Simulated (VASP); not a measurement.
Input of a VASP 6.6.1 run:

The input INCAR:

```
SYSTEM = WS2
  ALGO = Normal
  EDIFF = 1E-7
  ENCUT = 520
  GGA = CA
  ISIF = 2
  ISMEAR = 0
  LASPH = .TRUE.
  LCHARG = .FALSE.
  LREAL = .FALSE.
  LWAVE = .FALSE.
  NBANDS = 35
  NELM = 60
  PREC = Accurate
  SIGMA = 0.05
```

File KPOINTS:

```
k-points
0
G
  12 12 2
  0 0 0
```

Contents of POSCAR:

```
WS2
1.0
    3.3799356792      0.0000000000      0.0000000000
   -1.6899678396      2.9271101613      0.0000000000
    0.0000000000      0.0000000000     22.3687523183
W S
2 4
Direct
    0.3333333333      0.6666666667      0.6302757360
    0.6666666667      0.3333333333      0.3697242640
    0.3333333333      0.6666666667      0.3028928957
    0.6666666667      0.3333333333      0.5633280735
    0.3333333333      0.6666666667      0.4366719265
    0.6666666667      0.3333333333      0.6971071043
```

Potentials or basis: VASP PAW LDA potentials, release 64 (W_sv, S).

Launch:

```console
$ cat potpaw_LDA.64/W_sv/POTCAR potpaw_LDA.64/S/POTCAR > POTCAR
$ mpirun -np 1 vasp_std > vasp.out
```

Task: Predict the band gap on the k mesh.

Result: 0.08 eV (least direct gap 1.14 eV).

Task: Predict the largest force.

Result: 0.363 eV/Å.

Forces in eV/Å, atoms in the order of the input:
```
W    0.000  0.000  0.016
W    0.000  0.000 -0.016
S    0.000  0.000  0.322
S    0.000  0.000  0.363
S    0.000  0.000 -0.363
S    0.000  0.000 -0.322
```

Caveat: spin-orbit coupling is left out, which moves the levels of the heavy elements.
